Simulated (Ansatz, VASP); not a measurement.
# Zn in VASP and in Ansatz

```xyz
1
Lattice="-0.7126 1.6774 1.6774 1.6774 -0.7126 1.6774 1.6774 1.6774 -0.7126" Properties=species:S:1:pos:R:3 pbc="T T T"
Zn    0.0000    0.0000    0.0000
```

Alike in both runs: task single point; functional PBEsol; k mesh 22 × 22 × 22; occupations gaussian, width 0.15 eV; no spin polarisation.

```csv
,VASP,Ansatz
version,VASP 6.6.1,Ansatz 0.2.0
potentials or method,"VASP PAW PBE potentials, release 64 (Zn), cutoff 520 eV","scalar-relativistic, plane waves, PAW"
valence electrons in the cell,12,12
```

|  | VASP | Ansatz | Ansatz less VASP |
| --- | --- | --- | --- |
| gap on the k mesh at the Fermi level (eV) | none | none | - |
| pressure (GPa) | 9.0 | 8.4 | -0.55 |
| traceless stress, the component that is largest in VASP (GPa) | 1.67 | 1.65 | -0.023 |

VASP's potentials were made for PBE, not for PBEsol. A gap of «none» marks a metal or a gap that the smearing closes. The functional is the same, so the differences come from potentials, cutoffs and numerics.
